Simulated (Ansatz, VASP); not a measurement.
## Mn: VASP beside Ansatz

The input INCAR:

```
SYSTEM = Mn
ALGO = Normal ; EDIFF = 1E-6
ENCUT = 520 ; GGA = PE
ISIF = 2 ; ISMEAR = -1
LASPH = .True. ; LCHARG = .True.
LELF = .True. ; LREAL = .False.
LVHAR = .True. ; LWAVE = .False.
NBANDS = 20 ; NELM = 60
PREC = Accurate ; SIGMA = 0.05
```

File KPOINTS:

```
k-points
0
Gamma
  17 17 9
  0 0 0
```

File POSCAR:

```
Mn
1.0
    2.3787715681      0.0000000000      0.0000000000
   -1.1893857841      2.0600766078      0.0000000000
    0.0000000000      0.0000000000      3.8450316612
Mn
2
Direct
    0.3333333333      0.6666666667      0.2500000000
    0.6666666667      0.3333333333      0.7500000000
```

Input for Ansatz:

```yaml
crystal:
  lattice:
    - [2.3787715681, 0.0, 0.0]
    - [-1.1893857841, 2.0600766078, 0.0]
    - [0.0, 0.0, 3.8450316612]
  atoms:
    - { symbol: Mn, position: [0.3333333333, 0.6666666667, 0.25] }
    - { symbol: Mn, position: [0.6666666667, 0.3333333333, 0.75] }
kpoints:
  mp_grid: { grid: [17, 17, 9] }
scf:
  occupations: { method: fermi_dirac, width: 0.05 }
hamiltonian:
  xc: pbe
  pseudopotentials: { kind: all_electron, datasets: crystal }
output:
  forces: true
  stress: true
  eigenvalues: true
```

Change from the starting cell: volume scaled by 0.88, crystal datasets.

Alike in both runs: task single point; functional PBE; k mesh 17 × 17 × 9; occupations fermi-dirac, width 0.05 eV; no spin polarisation.

|  | VASP | Ansatz |
| --- | --- | --- |
| version | VASP 6.6.1 | Ansatz 0.2.0 |
| potentials or method | VASP PAW PBE potentials, release 64 (Mn_pv), cutoff 520 eV | all-electron PAW with datasets made for the crystal, scalar-relativistic |

```tsv
	VASP	Ansatz	Ansatz less VASP
pressure (GPa)	47.5	47.5	-0.05
traceless stress, the component that is largest in VASP (GPa)	-0.11	0.01	+0.120
```

Both programs put the cell under a high pressure, so it lies far from rest at this level. Ansatz ran all-electron here, and VASP with PAW potentials.
